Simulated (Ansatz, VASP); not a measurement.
**TaS2 in VASP and in Ansatz**

```
Ta S
1.0
     3.38286    0.00000    0.00000
    -1.69143    2.92964    0.00000
     0.00000    0.00000    6.16798
Ta S
1 2
Cartesian
  0.0000 0.0000 0.0000
  1.6914 0.9765 4.6524
  0.0000 1.9531 1.5156
```

Alike in both runs: task single point; functional PBE; k mesh 3 × 3 × 1; occupations gaussian, width 0.1 eV; no spin polarisation.

```csv
,VASP,Ansatz
version,VASP 6.6.1,Ansatz 0.2.0
potentials or method,"VASP PAW PBE potentials, release 64 (Ta_pv, S), cutoff 500 eV","scalar-relativistic, plane waves, PAW"
valence electrons in the cell,23,25
```

```csv
,VASP,Ansatz,Ansatz less VASP
gap on the k mesh at the Fermi level (eV),none,none,-
pressure (GPa),2.3,2.4,+0.07
"traceless stress, the component that is largest in VASP (GPa)",-1.29,-1.46,-0.163
rms of the force components (eV/Å),0.082,0.074,-0.0081
```

Atom by atom the forces differ by 0.008 eV/Å (rms over components). A gap of «none» marks a metal or a gap that the smearing closes. VASP's potentials hold 23 valence electrons a cell and Ansatz's 25, so a difference there can come from the potentials and not from the codes.

The k mesh is coarse, so the values compare programs but aren't converged. Spin-orbit coupling is off throughout.
